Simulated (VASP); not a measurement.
CrBrO, 6 atoms in the cell. The structure is orthorhombic, space group Pmmn (No. 59). Conventional cell: a = 3.238 Å, b = 3.870 Å, c = 8.374 Å, α = 90.00°, β = 90.00°, γ = 90.00°. Within 2.6 Å of Cr (site symmetry mm2) lie 4 O at 1.98 to 2.01 Å and 2 Br at 2.44 Å. O (site symmetry mm2) has 4 Cr at 1.98 to 2.01 Å and 4 O at 2.59 Å within 2.6 Å. Br (site symmetry mm2) has 2 Cr at 2.44 Å and 1 O at 2.97 Å and 2 Br at 3.24 Å within 3.3 Å. 

* Program: VASP 6.6.1
* Task: single point
* Functional: r2SCAN
* Potentials or basis: VASP PAW PBE potentials, release 64 (Cr_pv, O, Br)
* Cutoff: 520 eV
* k mesh: 5 × 6 × 2
* Occupations: fermi-dirac, width 0.1107 eV
* Spin: collinear spin, ferromagnetic start
* Starting moments: [2.4, 2.4, 0.0, 0.0, 0.0, 0.0] μB
* Dipole correction: no
* Further INCAR settings: ALGO = Normal; EDIFF = 1e-06; NBANDS = 38

Potentials or basis: VASP PAW PBE potentials, release 64 (Cr_pv, O, Br).

The run is started by

```sh
$ cat potpaw_PBE.64/Cr_pv/POTCAR potpaw_PBE.64/O/POTCAR potpaw_PBE.64/Br/POTCAR > POTCAR
$ cp INCAR.step1 INCAR
$ mpirun -np 1 vasp_std > vasp.out
$ cp INCAR.step2 INCAR
$ mpirun -np 1 vasp_std > vasp.out
```

Hardware: 1 thread of Intel(R) Xeon(R) Platinum 8559C (Emerald Rapids), with other jobs on the host.

Question: Estimate the wall time of this run.

Answer: It took 7.8 min on 1 thread of Intel(R) Xeon(R) Platinum 8559C (Emerald Rapids) (shared host), peak memory 0.34 GiB. Counts: k points 24.
